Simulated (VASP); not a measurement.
Here is a VASP 6.6.1 calculation.

The input POSCAR:

```
AlN
1.0
   -3.1110021516      0.0000000000      0.0000000000
   -1.5555010758     -2.6942068945      0.0000000000
    0.0000000000      0.0000000000     11.4560000000
Al N
4 4
Direct
    0.3333333333      0.3333333333      0.7854168122
    0.3333333333      0.3333333333      0.3508846892
    0.6666666667      0.6666666667      0.1336186278
    0.6666666667      0.6666666667      0.5681507507
    0.3333333333      0.3333333333      0.0836474337
    0.3333333333      0.3333333333      0.5181795566
    0.6666666667      0.6666666667      0.3009134951
    0.6666666667      0.6666666667      0.7354456180
```

Contents of INCAR.step1:

```
SYSTEM = AlN
PREC = Accurate
ENCUT = 520
ISMEAR = 0
SIGMA = 0.05
LREAL = .FALSE.
LASPH = .TRUE.
NELM = 60
NBANDS = 26
GGA = PE
ALGO = Normal
EDIFF = 1E-4
LWAVE = .TRUE.
LCHARG = .FALSE.
```

INCAR.step2

```
SYSTEM = AlN
PREC = Accurate
ENCUT = 520
EDIFF = 1E-7
ISMEAR = 0
SIGMA = 0.05
LREAL = .FALSE.
LASPH = .TRUE.
NELM = 60
ALGO = Normal
ISIF = 2
LWAVE = .FALSE.
LCHARG = .FALSE.
METAGGA = R2SCAN
LMIXTAU = .TRUE.
NBANDS = 26
ISTART = 1
```

The input KPOINTS:

```
Automatic mesh
0
G
  8 8 3
  0 0 0
```

Potentials or basis: VASP PAW PBE potentials, release 64 (Al, N).

Launch:

```sh
$ cat potpaw_PBE.64/Al/POTCAR potpaw_PBE.64/N/POTCAR > POTCAR
$ cp INCAR.step1 INCAR
$ mpirun -np 1 vasp_std > vasp.out
$ cp INCAR.step2 INCAR
$ mpirun -np 1 vasp_std > vasp.out
```

Problem. Estimate the largest force.

Solution. 2.482 eV/Å.

Problem. Estimate the pressure.

Solution. -4.4 GPa.

Forces on the atoms (eV/Å):
```
Al   0.000  0.000  0.722
Al   0.000  0.000 -1.261
Al   0.000  0.000 -2.482
Al   0.000  0.000 -1.180
N    0.000  0.000  0.605
N    0.000  0.000  1.135
N    0.000  0.000  1.305
N    0.000  0.000  1.157
```

Caveat: the PAW data sets were made with another functional, which shifts forces and pressure a little.
